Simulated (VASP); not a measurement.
## Pd: single point with PBE

The system is Pd.

```
Pd
1.0
    -1.54991    1.54991    1.54991
     1.54991   -1.54991    1.54991
     1.54991    1.54991   -1.54991
Pd
1
Cartesian
  0.0000 0.0000 0.0000
```

This cell differs from its parent crystal: strained.

```json
{
 "Program": "VASP 6.6.1",
 "Task": "single point",
 "Functional": "PBE",
 "Potentials or basis": "VASP PAW PBE potentials, release 64 (Pd)",
 "Cutoff": "520 eV",
 "k mesh": "18 × 18 × 18",
 "Occupations": "gaussian, width 0.1 eV",
 "Spin": "no spin polarisation"
}
```

```json
{
  "Pressure": "6.2 GPa",
  "Band gap on the k mesh": "zero (band 5 reaches 10.22 eV, above the bottom of band 6 at 8.58 eV)"
}
```

Levels at points of the mesh, in eV from the Fermi level:
| k point | band 2 | band 3 | band 4 | band 5 | band 6 | band 7 | band 8 | band 9 |
| --- | --- | --- | --- | --- | --- | --- | --- | --- |
| (0.00, 0.00, 0.00) | -2.92 | -2.92 | -2.92 | -0.95 | -0.95 | 19.37 | 19.37 | 19.37 |
| (0.50, 0.00, 0.00) | -4.11 | -1.02 | -0.72 | 0.60 | 1.42 | 7.89 | 15.14 | 17.80 |
| (0.50, 0.50, 0.50) | -5.18 | 0.21 | 0.21 | 0.21 | 9.22 | 9.22 | 9.22 | 17.60 |

Run time: 16 s on 1 thread of Intel Xeon 6975P-C, with other jobs on the host, peak memory 0.15 GiB.

Caveat: the cell differs from its parent crystal (strained).
